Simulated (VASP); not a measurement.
# Zn2SiN2 (P6/mmm) in VASP: a series of runs

The runs below take Zn2SiN2 through single point, with PBE.

Everything below comes from runs of VASP 6.6.1. Logs are shortened: lines on timing, memory, paths and dates and some standing lists are left out, and cuts for length are marked.

## 1. The cell of the first run

It takes space group P6/mmm (No. 191, hexagonal). The conventional cell has a = 2.764 Å, b = 2.764 Å, c = 13.748 Å, α = 90.00°, β = 90.00°, γ = 120.00°. Within 3.5 Å of Zn (site symmetry 6mm) lie 1 Si at 2.63 Å and 6 Zn at 2.76 Å. Si (site symmetry 6/mmm) has 2 Zn at 2.63 Å and 6 Si at 2.76 Å within 3.5 Å. Within 1.5 Å of N (site symmetry 6mm) lie 1 N at 1.10 Å.

The cell was generated, and may not be a known phase.

## 2. Single point, PBE, collinear spin, ferromagnetic start

Input file INCAR:

```
SYSTEM = Zn2SiN2
ALGO = Normal
EDIFF = 1E-7
ENCUT = 520
GGA = PE
ISIF = 2
ISMEAR = 0
ISPIN = 2
LASPH = .TRUE.
LCHARG = .FALSE.
LORBIT = 11
LREAL = .FALSE.
LWAVE = .FALSE.
MAGMOM = 0 0 0 1 1
NBANDS = 31
NELM = 150
PREC = Accurate
SIGMA = 0.1
```

Input file KPOINTS:

```
k-points
0
G
  6 6 2
  0 0 0
```

Input file POSCAR:

```
Zn2SiN2
1.0
    2.7641244504      0.0000000000      0.0000000000
   -1.3820622252      2.3938019933      0.0000000000
    0.0000000000      0.0000000000     13.7478550806
Zn Si N
2 1 2
Direct
    0.0000000000      0.0000000000      0.8090219540
    0.0000000000      0.0000000000      0.1909780460
    0.0000000000      0.0000000000      0.0000000000
    0.0000000000      0.0000000000      0.4599757945
    0.0000000000      0.0000000000      0.5400242055
```

Potentials or basis: VASP PAW PBE potentials, release 64 (Zn, Si, N).

The run is started by

```
$ cat potpaw_PBE.64/Zn/POTCAR potpaw_PBE.64/Si/POTCAR potpaw_PBE.64/N/POTCAR > POTCAR
$ mpirun -np 1 vasp_std > vasp.out
```

OUTCAR:

```text
SYSTEM = Zn2SiN2
   EDIFF = 1E-7
   ENCUT = 520
   GGA = PE
   ISIF = 2
   ISMEAR = 0
   ISPIN = 2
   LASPH = .TRUE.
   LORBIT = 11
   LREAL = .FALSE.
   NELM = 150
   PREC = Accurate

 ion  position               nearest neighbor table
   1  0.000  0.000  0.809-   3 2.63
   2  0.000  0.000  0.191-   3 2.63
   3  0.000  0.000  0.000-   1 2.63   2 2.63
   4  0.000  0.000  0.460-   5 1.10
   5  0.000  0.000  0.540-   4 1.10

  LATTYP: Found a hexagonal cell.
 ALAT       =     2.7641244504
 C/A-ratio  =     4.9736744229

  Lattice vectors:

 A1 = (   2.7641244504,   0.0000000000,   0.0000000000)
 A2 = (  -1.3820622252,   2.3938019933,   0.0000000000)
 A3 = (   0.0000000000,   0.0000000000,  13.7478550806)

Analysis of symmetry for initial positions (statically):
=====================================================================
 Subroutine PRICEL returns:
 Original cell was already a primitive cell.

 Routine SETGRP: Setting up the symmetry group for a
 hexagonal supercell.

 Subroutine GETGRP returns: Found 24 space group operations
 (whereof 24 operations were pure point group operations)
 out of a pool of 24 trial point group operations.

The static configuration has the point symmetry D_6h.

Analysis of symmetry for dynamics (positions and initial velocities):
=====================================================================
 Subroutine PRICEL returns:
 Original cell was already a primitive cell.

 Routine SETGRP: Setting up the symmetry group for a
 hexagonal supercell.

 Subroutine GETGRP returns: Found 24 space group operations
 (whereof 24 operations were pure point group operations)
 out of a pool of 24 trial point group operations.

The dynamic configuration has the point symmetry D_6h.

Analysis of structural, dynamic, and magnetic symmetry:
=====================================================================
 Subroutine PRICEL returns:
 Original cell was already a primitive cell.

 Routine SETGRP: Setting up the symmetry group for a
 hexagonal supercell.

 Subroutine GETGRP returns: Found 24 space group operations
 (whereof 24 operations were pure point group operations)
 out of a pool of 24 trial point group operations.

The overall configuration has the point symmetry D_6h.

 Subroutine INISYM returns: Found 24 space group operations
 (whereof 24 operations are pure point group operations),
 and found     1 'primitive' translations
[... 117 lines left out ...]
   AEXX    =    0.0000 exact exchange contribution
   IVDW    =     0    specifies the selected vdW correction
   LEPSILON=     F    determine dielectric tensor
   LRPA    =     F    only Hartree local field effects (RPA)
 spin polarized calculation
 Gauss-broadening in eV      SIGMA  =   0.10
  energy-cutoff  :      520.00
  volume of cell :       90.97
 maximum number of plane-waves:      2462
 NGX is ok and might be reduce to    24
   NGX = 11   NGY = 11   NGZ = 51

 number of electron      38.0000009 magnetization       0.0002408

 Free energy of the ion-electron system (eV)
  ---------------------------------------------------
  ext. energy  EPLUGINS =         0.00000000
  ---------------------------------------------------
  free energy    TOTEN  =       -22.74088932 eV

  energy without entropy =      -22.73265245  energy(sigma->0) =      -22.73677088

 E-fermi :   2.1338     XC(G=0):  -9.1652

 val. band max:        2.1060232668   @ k =   0.5000   0.0000   0.5000
 cond. band min:       2.1810961224   @ k =   0.3333   0.0000   0.0000
 fundamental gap:      0.0750728556
 Fermi energy:         2.1337787642

 spin component 1

 k-point     1 :       0.0000    0.0000    0.0000
  band No.  band energies     occupation
      1     -22.7324      1.00000
      2      -9.1259      1.00000
      3      -8.4249      1.00000
      4      -5.8155      1.00000
      5      -5.6060      1.00000
      6      -5.1445      1.00000
[... 465 lines left out ...]
     30      10.4896      0.00000
     31      13.0978      0.00000
 Fermi energy:         2.1337787642

 spin component 2

 k-point     1 :       0.0000    0.0000    0.0000
  band No.  band energies     occupation
      1     -22.7324      1.00000
      2      -9.1258      1.00000
      3      -8.4250      1.00000
      4      -5.8155      1.00000
      5      -5.6060      1.00000
      6      -5.1445      1.00000
[... 465 lines left out ...]
     30      10.4897      0.00000
     31      13.0979      0.00000

------------------------ aborting loop because EDIFF is reached ----------------------------------------

  FORCE on cell =-STRESS in cart. coord.  units (eV):
  Direction    XX          YY          ZZ          XY          YZ          ZX
  --------------------------------------------------------------------------------------
  -------------------------------------------------------------------------------------
  Total       -0.0308529     -0.0308529      2.1475655      0.0000000     -0.0000000      0.0000000
  in kB       -0.5434074     -0.5434074     37.8247646      0.0000000     -0.0000000      0.0000000
  external PRESSURE =      12.2459832 kB  Pullay stress =       0.0000000 kB

 VOLUME and BASIS-vectors are now :
 -----------------------------------------------------------------------------
  energy-cutoff  :      520.00
  volume of cell :       90.97
      direct lattice vectors                 reciprocal lattice vectors
     2.764124450  0.000000000  0.000000000     0.361778211  0.208872748  0.000000000
    -1.382062225  2.393801993  0.000000000     0.000000000  0.417745496  0.000000000
     0.000000000  0.000000000 13.747855081     0.000000000  0.000000000  0.072738620

 POSITION                                       TOTAL-FORCE (eV/Angst)
 -----------------------------------------------------------------------------------
      0.00000      0.00000     11.12232        -0.000000      0.000000     -0.007567
      0.00000      0.00000      2.62554         0.000000     -0.000000      0.007567
      0.00000      0.00000      0.00000        -0.000000      0.000000      0.000000
      0.00000      0.00000      6.32368         0.000000     -0.000000     -1.853362
      0.00000      0.00000      7.42417        -0.000000      0.000000      1.853362
 -----------------------------------------------------------------------------------
    total drift:                               -0.000000      0.000000      0.000000

  FREE ENERGIE OF THE ION-ELECTRON SYSTEM (eV)
  ---------------------------------------------------
  free  energy   TOTEN  =       -22.7408893157 eV

  energy  without entropy=      -22.7326524501  energy(sigma->0) =      -22.73677088

 total charge

# of ion       s       p       d       tot
------------------------------------------
    1        0.640   0.324   9.721  10.685
    2        0.640   0.324   9.721  10.685
    3        0.854   0.687   0.000   1.541
    4        1.377   2.519   0.000   3.896
    5        1.377   2.519   0.000   3.896
--------------------------------------------------
tot          4.889   6.372  19.442  30.703

 magnetization (x)

# of ion       s       p       d       tot
------------------------------------------
    1       -0.000   0.000   0.000   0.000
    2       -0.000   0.000   0.000   0.000
    3        0.000   0.000   0.000   0.000
    4        0.000   0.000   0.000   0.000
    5        0.000   0.000   0.000   0.000
--------------------------------------------------
tot          0.000   0.000   0.000   0.000
```

It took 76 s on 1 thread of AMD EPYC 9R45 (Zen 5), shared host; peak memory 0.28 GiB.

What came out:

| Quantity | Value |
| --- | --- |
| Free energy | -22.7409 eV |
| Pressure | 1.2 GPa |
| Largest force | 1.853 eV/Å |
| Band gap on the k mesh | zero (filled and empty bands overlap) |
| Net moment | 0.00 μB per cell |
| Valence electrons inside the program's atomic spheres | Zn 10.69; Si 1.54; N 3.90 |

Forces in eV/Å, atoms in the order of the input:
```
Zn   0.000  0.000 -0.008
Zn   0.000  0.000  0.008
Si   0.000  0.000  0.000
N    0.000  0.000 -1.853
N    0.000  0.000  1.853
```

Caveat: the k points lie up to 0.44 Å⁻¹ apart; the standard files for N, O and F lose accuracy on very short bonds; forces of over 1 eV/Å act on the atoms, so gaps and moduli don't describe the material at rest.

## 3. Single point, PBE, collinear spin, ferromagnetic start

This run uses another cell than the first one, of 15.85 Å³/atom.

Input file INCAR:

```
SYSTEM = Zn2SiN2
PREC = Accurate
ENCUT = 520
EDIFF = 1E-6
ISMEAR = 0
SIGMA = 0.1
LREAL = .FALSE.
LASPH = .TRUE.
NELM = 150
ALGO = Normal
ISIF = 2
LWAVE = .FALSE.
LCHARG = .TRUE.
ISPIN = 2
MAGMOM = 0 0 0 1 1
LORBIT = 11
GGA = PE
LELF = .TRUE.
LVHAR = .TRUE.
NBANDS = 31
```

Input file KPOINTS:

```
Automatic mesh
0
G
  6 6 4
  0 0 0
```

Input file POSCAR:

```
Zn2SiN2
1.0
    3.5797990700      0.0000000000      0.0000000000
   -1.7898995300      3.1001969300      0.0000000000
    0.0000000000      0.0000000000      7.1426729900
Zn Si N
2 1 2
Direct
    0.0000000000      0.0000000000      0.7924642500
    0.0000000000      0.0000000000      0.2075357500
    0.0000000000      0.0000000000      0.0000000000
    0.0000000000      0.0000000000      0.4052762900
    0.0000000000      0.0000000000      0.5947237100
```

Potentials or basis: VASP PAW PBE potentials, release 64 (Zn, Si, N).

The run is started by

```
$ cat potpaw_PBE.64/Zn/POTCAR potpaw_PBE.64/Si/POTCAR potpaw_PBE.64/N/POTCAR > POTCAR
$ mpirun -np 1 vasp_std > vasp.out
```

OUTCAR:

```text
SYSTEM = Zn2SiN2
   PREC = Accurate
   ENCUT = 520
   EDIFF = 1E-6
   ISMEAR = 0
   LREAL = .FALSE.
   LASPH = .TRUE.
   NELM = 150
   ISIF = 2
   ISPIN = 2
   LORBIT = 11
   GGA = PE

 ion  position               nearest neighbor table
   1  0.000  0.000  0.792-   5 1.41   3 1.48   2 2.96
   2  0.000  0.000  0.208-   4 1.41   3 1.48   1 2.96
   3  0.000  0.000  0.000-   1 1.48   2 1.48
   4  0.000  0.000  0.405-   5 1.35   2 1.41
   5  0.000  0.000  0.595-   4 1.35   1 1.41

 -----------------------------------------------------------------------------
|                                                                             |
|           W    W    AA    RRRRR   N    N  II  N    N   GGGG   !!!           |
|           W    W   A  A   R    R  NN   N  II  NN   N  G    G  !!!           |
|           W    W  A    A  R    R  N N  N  II  N N  N  G       !!!           |
|           W WW W  AAAAAA  RRRRR   N  N N  II  N  N N  G  GGG   !            |
|           WW  WW  A    A  R   R   N   NN  II  N   NN  G    G                |
|           W    W  A    A  R    R  N    N  II  N    N   GGGG   !!!           |
|                                                                             |
|     The distance between some ions is very small. Please check the          |
|     nearest-neighbor list in the OUTCAR file.                               |
|     I HOPE YOU KNOW WHAT YOU ARE DOING!                                     |
|                                                                             |
 -----------------------------------------------------------------------------

  LATTYP: Found a hexagonal cell.
 ALAT       =     3.5797990700
 C/A-ratio  =     1.9952720391

  Lattice vectors:

 A1 = (   3.5797990700,   0.0000000000,   0.0000000000)
 A2 = (  -1.7898995300,   3.1001969300,   0.0000000000)
 A3 = (   0.0000000000,   0.0000000000,   7.1426729900)

Analysis of symmetry for initial positions (statically):
=====================================================================
 Subroutine PRICEL returns:
 Original cell was already a primitive cell.

 Routine SETGRP: Setting up the symmetry group for a
 hexagonal supercell.

 Subroutine GETGRP returns: Found 24 space group operations
 (whereof 24 operations were pure point group operations)
 out of a pool of 24 trial point group operations.

The static configuration has the point symmetry D_6h.

Analysis of symmetry for dynamics (positions and initial velocities):
=====================================================================
 Subroutine PRICEL returns:
 Original cell was already a primitive cell.

 Routine SETGRP: Setting up the symmetry group for a
 hexagonal supercell.

 Subroutine GETGRP returns: Found 24 space group operations
 (whereof 24 operations were pure point group operations)
 out of a pool of 24 trial point group operations.

The dynamic configuration has the point symmetry D_6h.

Analysis of structural, dynamic, and magnetic symmetry:
=====================================================================
 Subroutine PRICEL returns:
 Original cell was already a primitive cell.

 Routine SETGRP: Setting up the symmetry group for a
 hexagonal supercell.

 Subroutine GETGRP returns: Found 24 space group operations
 (whereof 24 operations were pure point group operations)
 out of a pool of 24 trial point group operations.

The overall configuration has the point symmetry D_6h.

 Subroutine INISYM returns: Found 24 space group operations
[... 108 lines left out ...]
   TEBEG  =    0.0;   TEEND  =   0.0 temperature during run
   PSTRESS=    0.0 pullay stress
   NELECT =      38.0000    total number of electrons
   NUPDOWN=      -1.0000    fix difference up-down
   EMIN   =  10.00;   EMAX   =-10.00  energy-range for DOS
   EFERMI =   0.00;   METHOD = LEGACY
   ISMEAR =     0;   SIGMA  =   0.10  broadening in eV -4-tet -1-fermi 0-gaus
   EFERMI_NEDOS =   21; number of points for ismear=-14 and -15
   IALGO  =     38    algorithm
   IMIX   =      4    mixing-type and parameters
     AMIX     =   0.40;   BMIX     =  1.00
     AMIX_MAG =   1.60;   BMIX_MAG =  1.00
  volume/ion in A,a.u.               =      15.85       106.99
  Fermi-wavevector in a.u.,A,eV,Ry     =   1.281248  2.421207 22.335268  1.641596
  Thomas-Fermi vector in A             =   2.413629
   LORBIT       =     11    0 simple, 1 ext, 2 COOP (PROOUT), +10 PAW based schemes
   GGA     = PE    functional components
   LHFCALC =     F    Hartree Fock is set to
   AEXX    =    0.0000 exact exchange contribution
   IVDW    =     0    specifies the selected vdW correction
   LEPSILON=     F    determine dielectric tensor
   LRPA    =     F    only Hartree local field effects (RPA)
 spin polarized calculation
 Gauss-broadening in eV      SIGMA  =   0.10
  energy-cutoff  :      520.00
  volume of cell :       79.27
 maximum number of plane-waves:      2163
 NGX is ok and might be reduce to    28
   NGX = 13   NGY = 13   NGZ = 27

 number of electron      38.0000006 magnetization       0.0015275

 number of electron      38.0000006 magnetization      -0.0002051

 Free energy of the ion-electron system (eV)
  ---------------------------------------------------
  ext. energy  EPLUGINS =         0.00000000
  ---------------------------------------------------
  free energy    TOTEN  =         6.76056001 eV

  energy without entropy =        6.77278826  energy(sigma->0) =        6.76667414

 E-fermi :   2.1394     XC(G=0):  -9.3656

 val. band max:        2.0729339123   @ k =   0.0000   0.0000   0.5000
 cond. band min:       2.1859415031   @ k =   0.1667   0.0000   0.2500
 fundamental gap:      0.1130075908
 Fermi energy:         2.1394458439

 spin component 1

 k-point     1 :       0.0000    0.0000    0.0000
  band No.  band energies     occupation
      1     -17.5835      1.00000
      2     -13.6906      1.00000
      3     -11.7122      1.00000
      4      -9.1013      1.00000
      5      -9.1013      1.00000
      6      -8.8967      1.00000
[... 703 lines left out ...]
     30      13.0919      0.00000
     31      15.5095      0.00000
 Fermi energy:         2.1394458439

 spin component 2

 k-point     1 :       0.0000    0.0000    0.0000
  band No.  band energies     occupation
      1     -17.5834      1.00000
      2     -13.6906      1.00000
      3     -11.7121      1.00000
      4      -9.1013      1.00000
      5      -9.1013      1.00000
      6      -8.8967      1.00000
[... 703 lines left out ...]
     30      13.0919      0.00000
     31      15.5096      0.00000

------------------------ aborting loop because EDIFF is reached ----------------------------------------

  FORCE on cell =-STRESS in cart. coord.  units (eV):
  Direction    XX          YY          ZZ          XY          YZ          ZX
  --------------------------------------------------------------------------------------
  -------------------------------------------------------------------------------------
  Total        0.4110019      0.4110019    187.8703524      0.0000000     -0.0000000      0.0000000
  in kB        8.3070285      8.3070285   3797.1707980      0.0000000     -0.0000000      0.0000000
  external PRESSURE =    1271.2616183 kB  Pullay stress =       0.0000000 kB

 VOLUME and BASIS-vectors are now :
 -----------------------------------------------------------------------------
  energy-cutoff  :      520.00
  volume of cell :       79.27
      direct lattice vectors                 reciprocal lattice vectors
     3.579799070  0.000000000  0.000000000     0.279345287  0.161280077  0.000000000
    -1.789899530  3.100196930  0.000000000     0.000000000  0.322560154  0.000000000
     0.000000000  0.000000000  7.142672990     0.000000000  0.000000000  0.140003609

 POSITION                                       TOTAL-FORCE (eV/Angst)
 -----------------------------------------------------------------------------------
      0.00000      0.00000      5.66031        -0.000000      0.000000    -19.565636
      0.00000      0.00000      1.48236        -0.000000     -0.000000     19.565636
      0.00000      0.00000      0.00000         0.000000     -0.000000      0.000000
      0.00000      0.00000      2.89476         0.000000     -0.000000     30.524889
      0.00000      0.00000      4.24792         0.000000     -0.000000    -30.524889
 -----------------------------------------------------------------------------------
    total drift:                                0.000000      0.000000      0.000000

  FREE ENERGIE OF THE ION-ELECTRON SYSTEM (eV)
  ---------------------------------------------------
  free  energy   TOTEN  =         6.7605600109 eV

  energy  without entropy=        6.7727882643  energy(sigma->0) =        6.76667414

 total charge

# of ion       s       p       d       tot
------------------------------------------
    1        1.075   1.440   9.951  12.466
    2        1.075   1.440   9.951  12.466
    3        1.061   1.446   0.000   2.507
    4        1.309   2.559   0.000   3.868
    5        1.309   2.559   0.000   3.868
--------------------------------------------------
tot          5.830   9.443  19.902  35.175

 magnetization (x)

# of ion       s       p       d       tot
------------------------------------------
    1       -0.000  -0.000  -0.000  -0.000
    2       -0.000  -0.000  -0.000  -0.000
    3        0.000   0.000   0.000   0.000
    4        0.000  -0.000   0.000  -0.000
    5        0.000  -0.000   0.000  -0.000
--------------------------------------------------
tot          0.000  -0.000  -0.000  -0.000
```

Run time: 60 s. Hardware: 1 thread of AMD EPYC 9R45 (Zen 5), shared host; peak memory 0.23 GiB.

Results:

```yaml
Free_energy: 6.7606 eV
Pressure: 127.1 GPa
Largest_force: 30.525 eV/Å
Band_gap_on_the_k_mesh: zero (filled and empty bands overlap)
Net_moment: 0.00 μB per cell
Valence_electrons_inside_the_program's_atomic_spheres: Zn 12.47; Si 2.51; N 3.87
```

Forces on the atoms (eV/Å):
```
Zn    0.000   0.000 -19.566
Zn    0.000   0.000  19.566
Si    0.000   0.000   0.000
N     0.000   0.000  30.525
N     0.000   0.000 -30.525
```

Caveat: atoms lie so close that the PAW spheres overlap strongly, which falsifies energies and pressures; the stress differs along the axes, from 1 to 380 GPa; forces of over 1 eV/Å act on the atoms, so gaps and moduli don't describe the material at rest.

(Continued in part 2 of 2.)

The gap in the log of VASP goes by the Fermi energy; the results here count the filled bands.